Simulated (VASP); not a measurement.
# SnO (Pm-3m) in VASP: single point with PBE

Aim: the single point of SnO with PBE.

Program: VASP 6.6.1. These are calculated values, not measurements. Logs are shortened: lines on timing, memory, paths and dates and some standing lists are left out, and cuts for length are marked.

## (1) The cell of the first run

Symmetry: Pm-3m, No. 221, cubic system. The conventional cell has a = 3.103 Å, b = 3.103 Å, c = 3.103 Å, α = 90.00°, β = 90.00°, γ = 90.00°. Within 3.5 Å of Sn (site symmetry m-3m) lie 8 O at 2.69 Å and 6 Sn at 3.10 Å. Within 3.5 Å of O (site symmetry m-3m) lie 8 Sn at 2.69 Å and 6 O at 3.10 Å.

## (2) Single point, PBE

INCAR reads:

```
PREC     = Accurate       # precision mode
ENCUT    = 600            # plane-wave cutoff, eV
EDIFF    = 1E-6           # SCF threshold, eV
ISMEAR   = 0              # smearing method
SIGMA    = 0.01           # smearing width, eV
LREAL    = F              # projectors in reciprocal space
LASPH    = T              # aspherical terms in the spheres
NELM     = 120            # most SCF steps
ALGO     = Normal         # electronic algorithm
ISIF     = 2              # what is computed and relaxed
LWAVE    = F              # write WAVECAR
LCHARG   = F              # write CHGCAR
GGA      = PE             # functional
NBANDS   = 17             # bands
GGA_COMPAT= F
```

KPOINTS reads:

```
Automatic mesh
0
Gamma
  4 4 4
```

POSCAR reads:

```
SnO
1.0
    3.1034067823      0.0000000000      0.0000000000
    0.0000000000      3.1034067823      0.0000000000
    0.0000000000      0.0000000000      3.1034067823
Sn O
1 1
Direct
    0.0000000000      0.0000000000      0.0000000000
    0.5000000000      0.5000000000      0.5000000000
```

Potentials or basis: VASP PAW PBE potentials, release 64 (Sn_d, O).

The run is started by

```console
> cat potpaw_PBE.64/Sn_d/POTCAR potpaw_PBE.64/O/POTCAR > POTCAR
> mpirun -np 1 vasp_std > vasp.out
```

OUTCAR:

```text
PREC = Accurate
   ENCUT = 600
   EDIFF = 1E-6
   ISMEAR = 0
   LREAL = F
   LASPH = T
   NELM = 120
   ISIF = 2
   GGA = PE

 ion  position               nearest neighbor table
   1  0.000  0.000  0.000-   2 2.69   2 2.69   2 2.69   2 2.69   2 2.69   2 2.69   2 2.69   2 2.69

   2  0.500  0.500  0.500-   1 2.69   1 2.69   1 2.69   1 2.69   1 2.69   1 2.69   1 2.69   1 2.69

  LATTYP: Found a simple cubic cell.
 ALAT       =     3.1034067823

  Lattice vectors:

 A1 = (   3.1034067823,   0.0000000000,   0.0000000000)
 A2 = (   0.0000000000,   3.1034067823,   0.0000000000)
 A3 = (   0.0000000000,   0.0000000000,   3.1034067823)

Analysis of symmetry for initial positions (statically):
=====================================================================
 Subroutine PRICEL returns:
 Original cell was already a primitive cell.

 Routine SETGRP: Setting up the symmetry group for a
 simple cubic supercell.

 Subroutine GETGRP returns: Found 48 space group operations
 (whereof 48 operations were pure point group operations)
 out of a pool of 48 trial point group operations.

The static configuration has the point symmetry O_h .

Analysis of symmetry for dynamics (positions and initial velocities):
=====================================================================
 Subroutine PRICEL returns:
 Original cell was already a primitive cell.

 Routine SETGRP: Setting up the symmetry group for a
 simple cubic supercell.

 Subroutine GETGRP returns: Found 48 space group operations
 (whereof 48 operations were pure point group operations)
 out of a pool of 48 trial point group operations.

The dynamic configuration has the point symmetry O_h .

 Subroutine INISYM returns: Found 48 space group operations
 (whereof 48 operations are pure point group operations),
 and found     1 'primitive' translations

----------------------------------------------------------------------------------------

                                     Primitive cell

  volume of cell :      29.8893

  direct lattice vectors                    reciprocal lattice vectors
     3.103406782  0.000000000  0.000000000     0.322226530  0.000000000  0.000000000
     0.000000000  3.103406782  0.000000000     0.000000000  0.322226530  0.000000000
     0.000000000  0.000000000  3.103406782     0.000000000  0.000000000  0.322226530

  length of vectors
     3.103406782  3.103406782  3.103406782     0.322226530  0.322226530  0.322226530

  position of ions in fractional coordinates (direct lattice)
     0.000000000  0.000000000  0.000000000
     0.500000000  0.500000000  0.500000000

  ion indices of the primitive-cell ions
   primitive index   ion index
                 1           1
                 2           2

----------------------------------------------------------------------------------------

 KPOINTS: Automatic mesh

Automatic generation of k-mesh.
 Grid dimensions read from file:
 generate k-points for:    4    4    4

 Generating k-lattice:

  Cartesian coordinates                     Fractional coordinates (reciprocal lattice)
     0.080556633  0.000000000  0.000000000     0.250000000  0.000000000  0.000000000
     0.000000000  0.080556633  0.000000000     0.000000000  0.250000000  0.000000000
     0.000000000  0.000000000  0.080556633     0.000000000  0.000000000  0.250000000

  Length of vectors
     0.080556633  0.080556633  0.080556633

  Shift w.r.t. Gamma in fractional coordinates (k-lattice)
     0.000000000  0.000000000  0.000000000

 Subroutine IBZKPT returns following result:
 ===========================================

 Found     10 irreducible k-points:

 Following reciprocal coordinates:
            Coordinates               Weight
  0.000000  0.000000  0.000000      1.000000
  0.250000  0.000000  0.000000      6.000000
  0.500000  0.000000  0.000000      3.000000
  0.250000  0.250000  0.000000     12.000000
  0.500000  0.250000  0.000000     12.000000
  0.500000  0.500000  0.000000      3.000000
  0.250000  0.250000  0.250000      8.000000
  0.500000  0.250000  0.250000     12.000000
  0.500000  0.500000  0.250000      6.000000
  0.500000  0.500000  0.500000      1.000000
   k-points           NKPTS =     10   k-points in BZ     NKDIM =     10   number of bands    NBANDS=     17
   number of dos      NEDOS =    301   number of ions     NIONS =      2
   total plane-waves  NPLWV =  21952
   dimension x,y,z NGX =    28 NGY =   28 NGZ =   28
   dimension x,y,z NGXF=    56 NGYF=   56 NGZF=   56
   ions per type =               1   1
   NGX,Y,Z   is equivalent  to a cutoff of  15.00, 15.00, 15.00 a.u.
   NGXF,Y,Z  is equivalent  to a cutoff of  30.00, 30.00, 30.00 a.u.
 SYSTEM =  unknown system
   PREC   = accura    normal or accurate (medium, high low for compatibility)
   ISTART =      0    job   : 0-new  1-cont  2-samecut
   ICHARG =      2    charge: 1-file 2-atom 10-const
   ISPIN  =      1    spin polarized calculation?
   LNONCOLLINEAR =      F non collinear calculations
   LSORBIT =      F    spin-orbit coupling
   LASPH  =      T    aspherical Exc in radial PAW
   ENCUT  =  600.0 eV  44.10 Ry    6.64 a.u.   6.20  6.20  6.20*2*pi/ulx,y,z
   NELM   =    120;   NELMIN=  2; NELMDL= -5     # of ELM steps
   EDIFF  = 0.1E-05   stopping-criterion for ELM
   LREAL  =      F    real-space projection
   EDIFFG = 0.1E-04   stopping-criterion for IOM
   NSW    =      0    number of steps for IOM
   IBRION =     -1    ionic relax: 0-MD 1-quasi-New 2-CG
   NFREE  =      0    steps in history (QN), initial steepest desc. (CG)
   ISIF   =      2    stress and relaxation
   ISYM   =      2    0-nonsym 1-usesym 2-fastsym
   POTIM  = 0.5000    time-step for ionic-motion
   TEBEG  =    0.0;   TEEND  =   0.0 temperature during run
   PSTRESS=    0.0 pullay stress
   NELECT =      20.0000    total number of electrons
   NUPDOWN=      -1.0000    fix difference up-down
   EMIN   =  10.00;   EMAX   =-10.00  energy-range for DOS
   EFERMI =   0.00;   METHOD = LEGACY
   ISMEAR =     0;   SIGMA  =   0.01  broadening in eV -4-tet -1-fermi 0-gaus
   EFERMI_NEDOS =   21; number of points for ismear=-14 and -15
   IALGO  =     38    algorithm
   IMIX   =      4    mixing-type and parameters
     AMIX     =   0.40;   BMIX     =  1.00
     AMIX_MAG =   1.60;   BMIX_MAG =  1.00
  volume/ion in A,a.u.               =      14.94       100.85
  Fermi-wavevector in a.u.,A,eV,Ry     =   1.431900  2.705899 27.896550  2.050339
  Thomas-Fermi vector in A             =   2.551586
   LORBIT       =      0    0 simple, 1 ext, 2 COOP (PROOUT), +10 PAW based schemes
   GGA     = PE    functional components
   LHFCALC =     F    Hartree Fock is set to
   AEXX    =    0.0000 exact exchange contribution
   IVDW    =     0    specifies the selected vdW correction
   LEPSILON=     F    determine dielectric tensor
   LRPA    =     F    only Hartree local field effects (RPA)
 non-spin polarized calculation
 Gauss-broadening in eV      SIGMA  =   0.01
  energy-cutoff  :      600.00
  volume of cell :       29.89
 maximum number of plane-waves:      1021
 NGX is ok and might be reduce to    28
   NGX = 13   NGY = 13   NGZ = 13

 number of electron      19.9999995 magnetization

 Free energy of the ion-electron system (eV)
  ---------------------------------------------------
  ext. energy  EPLUGINS =         0.00000000
  ---------------------------------------------------
  free energy    TOTEN  =        -9.83650490 eV

  energy without entropy =       -9.83650490  energy(sigma->0) =       -9.83650490

 E-fermi :   7.9819     XC(G=0): -11.4095

 val. band max:        7.9012114176   @ k =   0.2500   0.2500   0.2500
 cond. band min:       8.3788176623   @ k =   0.5000   0.5000   0.5000
 fundamental gap:      0.4776062447
 Fermi energy:         7.9819343567

 k-point     1 :       0.0000    0.0000    0.0000
  band No.  band energies     occupation
      1     -13.3476      2.00000
      2     -13.3476      2.00000
      3     -12.9701      2.00000
      4     -12.9701      2.00000
      5     -12.9701      2.00000
      6      -9.6890      2.00000
[... 9 lines left out ...]
     16      27.6668      0.00000
     17      28.0670      0.00000

 k-point     2 :       0.2500    0.0000    0.0000
  band No.  band energies     occupation
      1     -13.3391      2.00000
      2     -13.2117      2.00000
      3     -13.0178      2.00000
      4     -13.0178      2.00000
      5     -12.9661      2.00000
      6      -9.3526      2.00000
[... 9 lines left out ...]
     16      23.5671      0.00000
     17      26.2666      0.00000

 k-point     3 :       0.5000    0.0000    0.0000
  band No.  band energies     occupation
      1     -13.3307      2.00000
      2     -13.0756      2.00000
      3     -13.0650      2.00000
      4     -13.0650      2.00000
      5     -12.9621      2.00000
      6      -8.9649      2.00000
[... 9 lines left out ...]
     16      25.5675      0.00000
     17      26.0710      0.00000

 k-point     4 :       0.2500    0.2500    0.0000
  band No.  band energies     occupation
      1     -13.2705      2.00000
      2     -13.1309      2.00000
      3     -13.0978      2.00000
      4     -13.0140      2.00000
      5     -13.0096      2.00000
      6      -9.0247      2.00000
[... 9 lines left out ...]
     16      24.3589      0.00000
     17      24.8532      0.00000

 k-point     5 :       0.5000    0.2500    0.0000
  band No.  band energies     occupation
      1     -13.2466      2.00000
      2     -13.1733      2.00000
      3     -13.0571      2.00000
      4     -13.0058      2.00000
      5     -13.0041      2.00000
      6      -8.6635      2.00000
[... 9 lines left out ...]
     16      23.8883      0.00000
     17      24.5881      0.00000

 k-point     6 :       0.5000    0.5000    0.0000
  band No.  band energies     occupation
      1     -13.2737      2.00000
      2     -13.1991      2.00000
      3     -13.0491      2.00000
      4     -13.0491      2.00000
      5     -12.8945      2.00000
      6      -8.3480      2.00000
[... 9 lines left out ...]
     16      23.5501      0.00000
     17      24.5954      0.00000

 k-point     7 :       0.2500    0.2500    0.2500
  band No.  band energies     occupation
      1     -13.1253      2.00000
      2     -13.1253      2.00000
      3     -13.1051      2.00000
      4     -13.0646      2.00000
      5     -13.0646      2.00000
      6      -8.7655      2.00000
[... 9 lines left out ...]
     16      23.5736      0.00000
     17      25.9267      0.00000

 k-point     8 :       0.5000    0.2500    0.2500
  band No.  band energies     occupation
      1     -13.1658      2.00000
      2     -13.1207      2.00000
      3     -13.1179      2.00000
      4     -13.0607      2.00000
      5     -12.9764      2.00000
      6      -8.4878      2.00000
[... 9 lines left out ...]
     16      22.7181      0.00000
     17      27.0323      0.00000

 k-point     9 :       0.5000    0.5000    0.2500
  band No.  band energies     occupation
      1     -13.2256      2.00000
      2     -13.1138      2.00000
      3     -13.1138      2.00000
      4     -13.0453      2.00000
      5     -12.8917      2.00000
      6      -8.3054      2.00000
[... 9 lines left out ...]
     16      21.4158      0.00000
     17      30.1081      0.00000

 k-point    10 :       0.5000    0.5000    0.5000
  band No.  band energies     occupation
      1     -13.1772      2.00000
      2     -13.1772      2.00000
      3     -13.1772      2.00000
      4     -12.8889      2.00000
      5     -12.8889      2.00000
      6      -8.2603      2.00000
[... 9 lines left out ...]
     16      20.8999      0.00000
     17      28.3382      0.00000

------------------------ aborting loop because EDIFF is reached ----------------------------------------

  FORCE on cell =-STRESS in cart. coord.  units (eV):
  Direction    XX          YY          ZZ          XY          YZ          ZX
  --------------------------------------------------------------------------------------
  -------------------------------------------------------------------------------------
  Total        0.5748772      0.5748772      0.5748772      0.0000000     -0.0000000     -0.0000000
  in kB       30.8155244     30.8155244     30.8155244      0.0000000     -0.0000000     -0.0000000
  external PRESSURE =      30.8155244 kB  Pullay stress =       0.0000000 kB

 VOLUME and BASIS-vectors are now :
 -----------------------------------------------------------------------------
  energy-cutoff  :      600.00
  volume of cell :       29.89
      direct lattice vectors                 reciprocal lattice vectors
     3.103406782  0.000000000  0.000000000     0.322226530  0.000000000  0.000000000
     0.000000000  3.103406782  0.000000000     0.000000000  0.322226530  0.000000000
     0.000000000  0.000000000  3.103406782     0.000000000  0.000000000  0.322226530

 POSITION                                       TOTAL-FORCE (eV/Angst)
 -----------------------------------------------------------------------------------
      0.00000      0.00000      0.00000         0.000000      0.000000      0.000000
      1.55170      1.55170      1.55170         0.000000      0.000000      0.000000
 -----------------------------------------------------------------------------------
    total drift:                               -0.000000      0.000000      0.000000

  FREE ENERGIE OF THE ION-ELECTRON SYSTEM (eV)
  ---------------------------------------------------
  free  energy   TOTEN  =        -9.8365048954 eV

  energy  without entropy=       -9.8365048954  energy(sigma->0) =       -9.83650490
```

Wall time 4.2 s (1 thread of Intel Xeon 6975P-C (Granite Rapids), shared host); peak memory 0.15 GiB.

What came out:

* Free energy: -9.8365 eV
* Pressure: 3.1 GPa
* Band gap on the k mesh: 0.48 eV, indirect (least direct gap 1.17 eV)

Caveat: the k points lie up to 0.51 Å⁻¹ apart; spin-orbit coupling is left out, which moves the levels of the heavy elements.
